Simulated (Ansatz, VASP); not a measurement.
# Two plane-wave programs on Ag

Contents of INCAR:

```
PREC = Accurate
ENCUT = 520
EDIFF = 1E-6
ISMEAR = -1
SIGMA = 0.15
LREAL = F
LASPH = T
NELM = 60
ALGO = Normal
ISIF = 2
LWAVE = F
LCHARG = T
GGA = PE
LELF = T
LVHAR = T
NBANDS = 12
```

Contents of KPOINTS:

```
Automatic mesh
0
Gamma
  20 20 20
```

The input POSCAR:

```
Ag
1.0
   -1.6616696778      1.6616696778      1.6616696778
    1.6616696778     -1.6616696778      1.6616696778
    1.6616696778      1.6616696778     -1.6616696778
Ag
1
Direct
    0.0000000000      0.0000000000      0.0000000000
```

Input for Ansatz:

```yaml
crystal:
  lattice:
    - [-1.6616696778, 1.6616696778, 1.6616696778]
    - [1.6616696778, -1.6616696778, 1.6616696778]
    - [1.6616696778, 1.6616696778, -1.6616696778]
  atoms:
    - { symbol: Ag, position: [0.0, 0.0, 0.0] }
basis:
  ecutwfc: 420
kpoints:
  mp_grid: { grid: [20, 20, 20] }
hamiltonian:
  xc: pbe
scf:
  occupations: { method: fermi_dirac, width: 0.15 }
output:
  forces: true
  stress: true
  eigenvalues: true
```

Alike in both runs: task single point; functional PBE; k mesh 20 × 20 × 20; occupations fermi-dirac, width 0.15 eV; no spin polarisation.

|  | VASP | Ansatz |
| --- | --- | --- |
| version | VASP 6.6.1 | Ansatz 0.2.0 |
| potentials or method | VASP PAW PBE potentials, release 64 (Ag), cutoff 520 eV | scalar-relativistic, plane waves, PAW |
| valence electrons in the cell | 11 | 19 |

```tsv
	VASP	Ansatz	Ansatz less VASP
gap on the k mesh at the Fermi level (eV)	none	none	-
pressure (GPa)	-1.7	-1.7	+0.09
```

A gap of «none» marks a metal or a gap that the smearing closes. With one functional, cell and mesh, what is left measures potentials, basis and numerics. VASP's potentials hold 11 valence electrons a cell and Ansatz's 19, so a difference there can come from the potentials and not from the codes.
